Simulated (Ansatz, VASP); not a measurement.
**Re in VASP and in Ansatz**

Contents of INCAR:

```
PREC     = Accurate       # precision mode
ENCUT    = 520            # plane-wave cutoff, eV
EDIFF    = 1E-6           # SCF threshold, eV
ISMEAR   = 0              # smearing method
SIGMA    = 0.15           # smearing width, eV
LREAL    = False          # projectors in reciprocal space
LASPH    = True           # aspherical terms in the spheres
NELM     = 80             # most SCF steps
ALGO     = Fast           # electronic algorithm
ISIF     = 2              # what is computed and relaxed
LWAVE    = False          # write WAVECAR
LCHARG   = True           # write CHGCAR
GGA      = PS             # functional
LELF     = True           # ELF
LVHAR    = True         
NBANDS   = 10             # bands
```

File KPOINTS:

```
Automatic mesh
0
Gamma
  22 22 22
```

The input POSCAR:

```
Re
1.0
    0.0000000000      1.9132403796      2.1045644176
    1.9132403796      0.0000000000      2.1045644176
    1.9132403796      1.9132403796      0.0000000000
Re
1
Direct
    0.0000000000      0.0000000000      0.0000000000
```

Input for Ansatz:

```yaml
crystal:
  lattice:
    - [0.0, 1.9132403796, 2.1045644176]
    - [1.9132403796, 0.0, 2.1045644176]
    - [1.9132403796, 1.9132403796, 0.0]
  atoms:
    - { symbol: Re, position: [0.0, 0.0, 0.0] }
basis:
  ecutwfc: 420
kpoints:
  mp_grid: { grid: [22, 22, 22] }
hamiltonian:
  xc: pbesol
scf:
  occupations: { method: gaussian, width: 0.15 }
output:
  forces: true
  stress: true
  eigenvalues: true
```

Alike in both runs: task single point; functional PBEsol; k mesh 22 × 22 × 22; occupations gaussian, width 0.15 eV; no spin polarisation.

|  | VASP | Ansatz |
| --- | --- | --- |
| version | VASP 6.6.1 | Ansatz 0.2.0 |
| potentials or method | VASP PAW PBE potentials, release 64 (Re), cutoff 520 eV | scalar-relativistic, plane waves, PAW |
| valence electrons in the cell | 7 | 15 |

|  | VASP | Ansatz | Ansatz less VASP |
| --- | --- | --- | --- |
| gap on the k mesh at the Fermi level (eV) | none | none | - |
| pressure (GPa) | -17.6 | -17.1 | +0.49 |
| traceless stress, the component that is largest in VASP (GPa) | -17.49 | -17.76 | -0.268 |

VASP's potentials were made for PBE, not for PBEsol. A gap of «none» marks a metal or a gap that the smearing closes. VASP's potentials hold 7 valence electrons a cell and Ansatz's 15, so a difference there can come from the potentials and not from the codes.

Neither program's run includes spin-orbit coupling.
